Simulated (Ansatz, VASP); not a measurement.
**Two plane-wave programs on BeBr3**

```
CELL_PARAMETERS angstrom
4.55251 0.00000 0.00000
0.00000 4.55251 0.00000
0.00000 0.00000 4.55251
ATOMIC_POSITIONS crystal
Be 0.00000 0.00000 0.00000
Br 0.00000 0.50000 0.50000
Br 0.50000 0.00000 0.50000
Br 0.50000 0.50000 0.00000
```

Alike in both runs: task relaxation of cell and atoms; functional PBE; k mesh 10 × 10 × 10; occupations gaussian, width 0.1 eV; no spin polarisation.

|  | VASP | Ansatz |
| --- | --- | --- |
| version | VASP 6.6.1 | Ansatz 0.2.0 |
| potentials or method | VASP PAW PBE potentials, release 64 (Be, Br), cutoff 600 eV | scalar-relativistic, plane waves, PAW |
| valence electrons in the cell | 23 | 23 |

Ansatz gave:

| Item | Value |
| --- | --- |
| gap on the k mesh at the Fermi level, each at its own relaxed structure (eV) | none |
| relaxed volume (Å³/atom) | 24.15 |
| relaxed cell length with the largest relative difference (Å) | 4.589 |

Q: Which values does VASP return?

A: gap on the k mesh at the Fermi level, each at its own relaxed structure (eV): none; relaxed volume (Å³/atom): 24.16; relaxed cell length with the largest relative difference (Å): 4.589.

A gap of «none» marks a metal or a gap that the smearing closes.
